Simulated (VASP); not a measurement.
# La2O3 (P-3m1) in VASP: further runs

Runs on La2O3. Level: PBE. Tasks: single point.

Everything below comes from runs of VASP 6.6.1. Logs are shortened: lines on timing, memory, paths and dates and some standing lists are left out, and cuts for length are marked.

## 1. The cell of the first run

The structure is trigonal, space group P-3m1 (No. 164). The conventional cell has a = 3.778 Å, b = 3.778 Å, c = 5.881 Å, α = 90.00°, β = 90.00°, γ = 120.00°. Within 3.0 Å of La (site symmetry 3m) lie 7 O at 2.28 to 2.60 Å. Within 3.0 Å of O (site symmetry 3m) lie 4 La at 2.28 to 2.39 Å and 3 O at 2.77 Å. O (site symmetry -3m) has 6 La at 2.60 Å and 6 O at 3.02 Å within 3.4 Å.

## 2. Single point, PBE (strain -4.0%)

INCAR reads:

```
PREC = Accurate
ENCUT = 520
EDIFF = 1E-6
ISMEAR = -1
SIGMA = 0.02
LREAL = F
LASPH = T
NELM = 100
ALGO = Normal
ISIF = 2
LWAVE = F
LCHARG = T
GGA = PE
LELF = T
LVHAR = T
NBANDS = 28
```

KPOINTS reads:

```
Automatic mesh
0
Gamma
  12 12 4
```

POSCAR reads:

```
La2O3
1.0
    3.7776974828      0.0000000000      0.0000000000
   -1.8888487414      3.2715819879      0.0000000000
    0.0000000000      0.0000000000      5.8811780668
La O
2 3
Direct
    0.6666666667      0.3333333333      0.7605263505
    0.3333333333      0.6666666667      0.2394736495
    0.6666666667      0.3333333333      0.3544630233
    0.3333333333      0.6666666667      0.6455369767
    0.0000000000      0.0000000000      0.0000000000
```

Potentials or basis: VASP PAW PBE potentials, release 64 (La, O).

Command:

```bash
$ cat potpaw_PBE.64/La/POTCAR potpaw_PBE.64/O/POTCAR > POTCAR
$ mpirun -np 1 vasp_std > vasp.out
```

OUTCAR:

```text
PREC = Accurate
   ENCUT = 520
   EDIFF = 1E-6
   ISMEAR = -1
   LREAL = F
   LASPH = T
   NELM = 100
   ISIF = 2
   GGA = PE

 ion  position               nearest neighbor table
   1  0.667  0.333  0.761-   4 2.28   4 2.28   4 2.28   3 2.39   5 2.60   5 2.60   5 2.60   2 3.56
                             2 3.56   2 3.56
   2  0.333  0.667  0.239-   3 2.28   3 2.28   3 2.28   4 2.39   5 2.60   5 2.60   5 2.60   1 3.56
                             1 3.56   1 3.56
   3  0.667  0.333  0.354-   2 2.28   2 2.28   2 2.28   1 2.39
   4  0.333  0.667  0.646-   1 2.28   1 2.28   1 2.28   2 2.39
   5  0.000  0.000  0.000-   1 2.60   2 2.60   2 2.60   1 2.60   1 2.60   2 2.60

  LATTYP: Found a hexagonal cell.
 ALAT       =     3.7776974828
 C/A-ratio  =     1.5568155189

  Lattice vectors:

 A1 = (   3.7776974828,   0.0000000000,   0.0000000000)
 A2 = (  -1.8888487414,   3.2715819879,   0.0000000000)
 A3 = (   0.0000000000,   0.0000000000,   5.8811780668)

Analysis of symmetry for initial positions (statically):
=====================================================================
 Subroutine PRICEL returns:
 Original cell was already a primitive cell.

 Routine SETGRP: Setting up the symmetry group for a
 hexagonal supercell.

 Subroutine GETGRP returns: Found 12 space group operations
 (whereof 12 operations were pure point group operations)
 out of a pool of 24 trial point group operations.

The static configuration has the point symmetry D_3d.

Analysis of symmetry for dynamics (positions and initial velocities):
=====================================================================
 Subroutine PRICEL returns:
 Original cell was already a primitive cell.

 Routine SETGRP: Setting up the symmetry group for a
 hexagonal supercell.

 Subroutine GETGRP returns: Found 12 space group operations
 (whereof 12 operations were pure point group operations)
 out of a pool of 24 trial point group operations.

The dynamic configuration has the point symmetry D_3d.

 Subroutine INISYM returns: Found 12 space group operations
 (whereof 12 operations are pure point group operations),
 and found     1 'primitive' translations

----------------------------------------------------------------------------------------

                                     Primitive cell

  volume of cell :      72.6858

  direct lattice vectors                    reciprocal lattice vectors
     3.777697483  0.000000000  0.000000000     0.264711509  0.152831261  0.000000000
    -1.888848741  3.271581988  0.000000000     0.000000000  0.305662522  0.000000000
     0.000000000  0.000000000  5.881178067     0.000000000  0.000000000  0.170033961

  length of vectors
     3.777697483  3.777697483  5.881178067     0.305662522  0.305662522  0.170033961

  position of ions in fractional coordinates (direct lattice)
     0.666666667  0.333333333  0.760526351
     0.333333333  0.666666667  0.239473649
     0.666666667  0.333333333  0.354463023
     0.333333333  0.666666667  0.645536977
     0.000000000  0.000000000  0.000000000

  ion indices of the primitive-cell ions
   primitive index   ion index
                 1           1
                 2           2
                 3           3
                 4           4
                 5           5

----------------------------------------------------------------------------------------

 KPOINTS: Automatic mesh

Automatic generation of k-mesh.
 Grid dimensions read from file:
 generate k-points for:   12   12    4

 Generating k-lattice:

  Cartesian coordinates                     Fractional coordinates (reciprocal lattice)
     0.022059292  0.012735938  0.000000000     0.083333333 -0.000000000  0.000000000
     0.000000000  0.025471877  0.000000000     0.000000000  0.083333333  0.000000000
     0.000000000  0.000000000  0.042508490     0.000000000  0.000000000  0.250000000

  Length of vectors
     0.025471877  0.025471877  0.042508490

  Shift w.r.t. Gamma in fractional coordinates (k-lattice)
     0.000000000  0.000000000  0.000000000

 Subroutine IBZKPT returns following result:
 ===========================================

 Found     69 irreducible k-points:

 Following reciprocal coordinates:
            Coordinates               Weight
  0.000000  0.000000  0.000000      1.000000
  0.083333  0.000000  0.000000      6.000000
  0.166667  0.000000  0.000000      6.000000
  0.250000  0.000000  0.000000      6.000000
  0.333333  0.000000  0.000000      6.000000
  0.416667  0.000000  0.000000      6.000000
[... 16 lines left out ...]
  0.166667  0.000000  0.250000      6.000000
  0.000000  0.166667  0.250000      6.000000
 [... further k-points ...]
   k-points           NKPTS =     69   k-points in BZ     NKDIM =     69   number of bands    NBANDS=     28
   number of dos      NEDOS =    301   number of ions     NIONS =      5
   total plane-waves  NPLWV =  37632
   dimension x,y,z NGX =    28 NGY =   28 NGZ =   48
   dimension x,y,z NGXF=    56 NGYF=   56 NGZF=   96
   ions per type =               2   3
   NGX,Y,Z   is equivalent  to a cutoff of  12.32, 12.32, 13.57 a.u.
   NGXF,Y,Z  is equivalent  to a cutoff of  24.64, 24.64, 27.14 a.u.
 SYSTEM =  unknown system
   PREC   = accura    normal or accurate (medium, high low for compatibility)
   ISTART =      0    job   : 0-new  1-cont  2-samecut
   ICHARG =      2    charge: 1-file 2-atom 10-const
   ISPIN  =      1    spin polarized calculation?
   LNONCOLLINEAR =      F non collinear calculations
   LSORBIT =      F    spin-orbit coupling
   LASPH  =      T    aspherical Exc in radial PAW
   ENCUT  =  520.0 eV  38.22 Ry    6.18 a.u.   7.02  7.02 10.94*2*pi/ulx,y,z
   NELM   =    100;   NELMIN=  2; NELMDL= -5     # of ELM steps
   EDIFF  = 0.1E-05   stopping-criterion for ELM
   LREAL  =      F    real-space projection
   EDIFFG = 0.1E-04   stopping-criterion for IOM
   NSW    =      0    number of steps for IOM
   IBRION =     -1    ionic relax: 0-MD 1-quasi-New 2-CG
   NFREE  =      0    steps in history (QN), initial steepest desc. (CG)
   ISIF   =      2    stress and relaxation
   ISYM   =      2    0-nonsym 1-usesym 2-fastsym
   POTIM  = 0.5000    time-step for ionic-motion
   TEBEG  =    0.0;   TEEND  =   0.0 temperature during run
   PSTRESS=    0.0 pullay stress
   NELECT =      40.0000    total number of electrons
   NUPDOWN=      -1.0000    fix difference up-down
   EMIN   =  10.00;   EMAX   =-10.00  energy-range for DOS
   EFERMI =   0.00;   METHOD = LEGACY
   ISMEAR =    -1;   SIGMA  =   0.02  broadening in eV -4-tet -1-fermi 0-gaus
   EFERMI_NEDOS =   21; number of points for ismear=-14 and -15
   IALGO  =     38    algorithm
   IMIX   =      4    mixing-type and parameters
     AMIX     =   0.40;   BMIX     =  1.00
     AMIX_MAG =   1.60;   BMIX_MAG =  1.00
  volume/ion in A,a.u.               =      14.54        98.10
  Fermi-wavevector in a.u.,A,eV,Ry     =   1.341565  2.535190 24.487720  1.799797
  Thomas-Fermi vector in A             =   2.469788
   LORBIT       =      0    0 simple, 1 ext, 2 COOP (PROOUT), +10 PAW based schemes
   GGA     = PE    functional components
   LHFCALC =     F    Hartree Fock is set to
   AEXX    =    0.0000 exact exchange contribution
   IVDW    =     0    specifies the selected vdW correction
   LEPSILON=     F    determine dielectric tensor
   LRPA    =     F    only Hartree local field effects (RPA)
 non-spin polarized calculation
  energy-cutoff  :      520.00
  volume of cell :       72.69
 maximum number of plane-waves:      1977
   NGX = 15   NGY = 15   NGZ = 21

 number of electron      39.9999995 magnetization

 Free energy of the ion-electron system (eV)
  ---------------------------------------------------
  ext. energy  EPLUGINS =         0.00000000
  ---------------------------------------------------
  free energy    TOTEN  =       -41.22482850 eV

  energy without entropy =      -41.22482850  energy(sigma->0) =      -41.22482850

 E-fermi :   7.8292     XC(G=0): -11.0726

 val. band max:        7.3393362180   @ k =   0.3333   0.3333   0.0000
 cond. band min:      11.1485025382   @ k =   0.5000   0.0000   0.0000
 fundamental gap:      3.8091663202
 Fermi energy:         7.8292114996

 k-point     1 :       0.0000    0.0000    0.0000
  band No.  band energies     occupation
      1     -22.3247      2.00000
      2     -21.9102      2.00000
      3     -10.2198      2.00000
      4      -8.6606      2.00000
      5      -8.3246      2.00000
      6      -5.7010      2.00000
[... 20 lines left out ...]
     27      13.2072      0.00000
     28      13.5080      0.00000

 k-point     2 :       0.0833    0.0000    0.0000
  band No.  band energies     occupation
      1     -22.3043      2.00000
      2     -21.9013      2.00000
      3     -10.1987      2.00000
      4      -8.8217      2.00000
      5      -8.4737      2.00000
      6      -5.7478      2.00000
[... 20 lines left out ...]
     27      13.2397      0.00000
     28      13.5252      0.00000

 k-point     3 :       0.1667    0.0000    0.0000
  band No.  band energies     occupation
      1     -22.2467      2.00000
      2     -21.8779      2.00000
      3     -10.1612      2.00000
      4      -9.2175      2.00000
      5      -8.7732      2.00000
      6      -5.8645      2.00000
[... 20 lines left out ...]
     27      13.3022      0.00000
     28      13.4244      0.00000

 k-point     4 :       0.2500    0.0000    0.0000
  band No.  band energies     occupation
      1     -22.1629      2.00000
      2     -21.8489      2.00000
      3     -10.1864      2.00000
      4      -9.6971      2.00000
      5      -8.9595      2.00000
      6      -6.0070      2.00000
[... 578 lines left out ...]
     27      13.2404      0.00000
     28      13.4225      0.00000

 k-point    23 :       0.1667    0.0000    0.2500
  band No.  band energies     occupation
      1     -22.1952      2.00000
      2     -21.9348      2.00000
      3     -10.0871      2.00000
      4      -9.2085      2.00000
      5      -8.8549      2.00000
      6      -5.8240      2.00000
[... 20 lines left out ...]
     27      13.2345      0.00000
     28      13.4086      0.00000

 k-point    24 :       0.0000    0.1667    0.2500
  band No.  band energies     occupation
      1     -22.1957      2.00000
      2     -21.9343      2.00000
      3     -10.1227      2.00000
      4      -9.2665      2.00000
      5      -8.6947      2.00000
      6      -5.7809      2.00000
[... 20 lines left out ...]
     27      13.2462      0.00000
     28      13.4272      0.00000

 [... further k-points ...]
[... 5 lines left out ...]
  --------------------------------------------------------------------------------------
  -------------------------------------------------------------------------------------
  Total       10.3006858     10.3006858      7.6543659      0.0000000      0.0000000      0.0000000
  in kB      227.0530862    227.0530862    168.7215220      0.0000000      0.0000000      0.0000000
  external PRESSURE =     207.6092314 kB  Pullay stress =       0.0000000 kB

 VOLUME and BASIS-vectors are now :
 -----------------------------------------------------------------------------
  energy-cutoff  :      520.00
  volume of cell :       72.69
      direct lattice vectors                 reciprocal lattice vectors
     3.777697483  0.000000000  0.000000000     0.264711509  0.152831261  0.000000000
    -1.888848741  3.271581988  0.000000000     0.000000000  0.305662522  0.000000000
     0.000000000  0.000000000  5.881178067     0.000000000  0.000000000  0.170033961

 POSITION                                       TOTAL-FORCE (eV/Angst)
 -----------------------------------------------------------------------------------
      1.88885      1.09053      4.47279         0.000000     -0.000000     -0.044759
     -0.00000      2.18105      1.40839        -0.000000      0.000000      0.044759
      1.88885      1.09053      2.08466        -0.000000      0.000000     -0.002606
     -0.00000      2.18105      3.79652         0.000000      0.000000      0.002606
      0.00000      0.00000      0.00000         0.000000      0.000000      0.000000
 -----------------------------------------------------------------------------------
    total drift:                                0.000000     -0.000000     -0.000000

  FREE ENERGIE OF THE ION-ELECTRON SYSTEM (eV)
  ---------------------------------------------------
  free  energy   TOTEN  =       -41.2248285026 eV

  energy  without entropy=      -41.2248285026  energy(sigma->0) =      -41.22482850
```

It took 2.6 min on 1 thread of Intel Xeon Platinum 8259CL at 2.50GHz (Skylake/Cascade Lake), shared host; peak memory 0.28 GiB.

What came out:

```
Free energy            : -41.2248 eV
Pressure               : 20.8 GPa
Largest force          : 0.045 eV/Å
Band gap on the k mesh : 3.81 eV, indirect (least direct gap 3.92 eV)
```

Forces on the atoms (eV/Å):
```
La   0.000  0.000 -0.045
La   0.000  0.000  0.045
O    0.000  0.000 -0.003
O    0.000  0.000  0.003
O    0.000  0.000  0.000
```

Caveat: the cell differs from its parent crystal (strain -4.0%); spin-orbit coupling is left out, which moves the levels of the heavy elements.

## 3. Single point, PBE (strain -3.0%)

INCAR reads:

```
ALGO = Normal
EDIFF = 1E-6
ENCUT = 520
GGA = PE
ISIF = 2
ISMEAR = -1
LASPH = T
LCHARG = F
LREAL = F
LWAVE = F
NBANDS = 28
NELM = 80
PREC = Accurate
SIGMA = 0.02
```

KPOINTS reads:

```
k-points
0
Gamma
  12 12 4
```

POSCAR reads:

```
La2O3
1.0
    3.8170484982      0.0000000000      0.0000000000
   -1.9085242491      3.3056609669      0.0000000000
    0.0000000000      0.0000000000      5.9424403384
La O
2 3
Direct
    0.6666666667      0.3333333333      0.7589432949
    0.3333333333      0.6666666667      0.2410567051
    0.6666666667      0.3333333333      0.3540135172
    0.3333333333      0.6666666667      0.6459864828
    0.0000000000      0.0000000000      0.0000000000
```

Potentials or basis: VASP PAW PBE potentials, release 64 (La, O).

Command:

```bash
$ cat potpaw_PBE.64/La/POTCAR potpaw_PBE.64/O/POTCAR > POTCAR
$ mpirun -np 1 vasp_std > vasp.out
```

OUTCAR:

```text
EDIFF = 1E-6
   ENCUT = 520
   GGA = PE
   ISIF = 2
   ISMEAR = -1
   LASPH = T
   LREAL = F
   NELM = 80
   PREC = Accurate

 ion  position               nearest neighbor table
   1  0.667  0.333  0.759-   4 2.30   4 2.30   4 2.30   3 2.41   5 2.63   5 2.63   5 2.63   2 3.61
                             2 3.61   2 3.61
   2  0.333  0.667  0.241-   3 2.30   3 2.30   3 2.30   4 2.41   5 2.63   5 2.63   5 2.63   1 3.61
                             1 3.61   1 3.61
   3  0.667  0.333  0.354-   2 2.30   2 2.30   2 2.30   1 2.41
   4  0.333  0.667  0.646-   1 2.30   1 2.30   1 2.30   2 2.41
   5  0.000  0.000  0.000-   1 2.63   2 2.63   2 2.63   1 2.63   1 2.63   2 2.63

  LATTYP: Found a hexagonal cell.
 ALAT       =     3.8170484982
 C/A-ratio  =     1.5568155189

  Lattice vectors:

 A1 = (   3.8170484982,   0.0000000000,   0.0000000000)
 A2 = (  -1.9085242491,   3.3056609669,   0.0000000000)
 A3 = (   0.0000000000,   0.0000000000,   5.9424403384)

Analysis of symmetry for initial positions (statically):
=====================================================================
 Subroutine PRICEL returns:
[... 172 lines left out ...]
  free energy    TOTEN  =       -41.48170703 eV

  energy without entropy =      -41.48170703  energy(sigma->0) =      -41.48170703

 E-fermi :   7.3325     XC(G=0): -10.9120

 val. band max:        6.9312430150   @ k =   0.3333   0.3333   0.0000
 cond. band min:      10.7966595930   @ k =   0.5000   0.0000   0.0000
 fundamental gap:      3.8654165780
 Fermi energy:         7.3324764865

 k-point     1 :       0.0000    0.0000    0.0000
  band No.  band energies     occupation
      1     -22.7245      2.00000
      2     -22.3644      2.00000
      3     -10.4057      2.00000
      4      -8.9467      2.00000
      5      -8.5986      2.00000
      6      -6.1318      2.00000
[... 733 lines left out ...]
     27      12.7402      0.00000
     28      12.8850      0.00000

 [... further k-points ...]
[... 5 lines left out ...]
  --------------------------------------------------------------------------------------
  -------------------------------------------------------------------------------------
  Total        7.5426134      7.5426134      5.6902122      0.0000000      0.0000000      0.0000000
  in kB      161.1690378    161.1690378    121.5873041      0.0000000      0.0000000      0.0000000
  external PRESSURE =     147.9751266 kB  Pullay stress =       0.0000000 kB

 VOLUME and BASIS-vectors are now :
 -----------------------------------------------------------------------------
  energy-cutoff  :      520.00
  volume of cell :       74.98
      direct lattice vectors                 reciprocal lattice vectors
     3.817048498  0.000000000  0.000000000     0.261982524  0.151255681  0.000000000
    -1.908524249  3.305660967  0.000000000     0.000000000  0.302511362  0.000000000
     0.000000000  0.000000000  5.942440338     0.000000000  0.000000000  0.168281033

 POSITION                                       TOTAL-FORCE (eV/Angst)
 -----------------------------------------------------------------------------------
      1.90852      1.10189      4.50998         0.000000     -0.000000     -0.043604
     -0.00000      2.20377      1.43247        -0.000000      0.000000      0.043604
      1.90852      1.10189      2.10370         0.000000      0.000000     -0.003133
     -0.00000      2.20377      3.83874         0.000000     -0.000000      0.003133
      0.00000      0.00000      0.00000        -0.000000      0.000000      0.000000
 -----------------------------------------------------------------------------------
    total drift:                                0.000000     -0.000000     -0.000000

  FREE ENERGIE OF THE ION-ELECTRON SYSTEM (eV)
  ---------------------------------------------------
  free  energy   TOTEN  =       -41.4817070288 eV

  energy  without entropy=      -41.4817070288  energy(sigma->0) =      -41.48170703
```

stdout:

```text
POSCAR found type information on POSCAR LaO
 POSCAR found :  2 types and       5 ions
 scaLAPACK will be used
 LDA part: xc-table for (Slater+PW92), standard interpolation
 POSCAR, INCAR and KPOINTS ok, starting setup
 FFT: planning ... GRIDC
 FFT: planning ... GRID_SOFT
 FFT: planning ... GRID
 WAVECAR not read
 entering main loop
```

Wall time 2.5 min (1 thread of Intel Xeon Platinum 8259CL at 2.50GHz (Skylake/Cascade Lake), shared host); peak memory 0.29 GiB.

What came out:

```
Free energy            : -41.4817 eV
Pressure               : 14.8 GPa
Largest force          : 0.044 eV/Å
Band gap on the k mesh : 3.87 eV, indirect (least direct gap 3.95 eV)
```

Forces in eV/Å, atoms in the order of the input:
```
La   0.000  0.000 -0.044
La   0.000  0.000  0.044
O    0.000  0.000 -0.003
O    0.000  0.000  0.003
O    0.000  0.000  0.000
```

Stress tensor (GPa, compression positive):
```
16.12  0.00  0.00
 0.00 16.12  0.00
 0.00  0.00 12.16
```

Caveat: the cell differs from its parent crystal (strain -3.0%); spin-orbit coupling is left out, which moves the levels of the heavy elements. A k mesh can miss the band edges.

(Continued in part 2 of 2.)
